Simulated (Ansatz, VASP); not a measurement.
One calculation of Mg3ZrN3, two programs

```
CELL_PARAMETERS angstrom
4.46444 0.00000 0.00000
0.00000 4.46444 0.00000
0.00000 0.00000 4.46444
ATOMIC_POSITIONS crystal
Mg 0.00000 0.50000 0.00000
Mg 0.00000 0.00000 0.50000
Mg 0.50000 0.00000 0.00000
Zr 0.50000 0.50000 0.50000
N 0.50000 0.00000 0.50000
N 0.50000 0.50000 0.00000
N 0.00000 0.50000 0.50000
```

Alike in both runs: task single point; functional r2SCAN; k mesh 8 × 8 × 8; occupations gaussian, width 0.1 eV; no spin polarisation.

|  | VASP | Ansatz |
| --- | --- | --- |
| version | VASP 6.6.1 | Ansatz 0.2.0 |
| potentials or method | VASP PAW PBE potentials, release 64 (Mg, Zr_sv, N), cutoff 520 eV | scalar-relativistic, plane waves, PAW |
| valence electrons in the cell | 33 | 57 |

VASP gave:

```
gap on the k mesh at the Fermi level (eV) : none
pressure (GPa)                            : -2.9
```

Which values does Ansatz return?

gap on the k mesh at the Fermi level (eV): none; pressure (GPa): -2.5.

VASP's potentials were made for PBE, not for r2SCAN. A gap of «none» marks a metal or a gap that the smearing closes. VASP's potentials hold 33 valence electrons a cell and Ansatz's 57, so a difference there can come from the potentials and not from the codes.
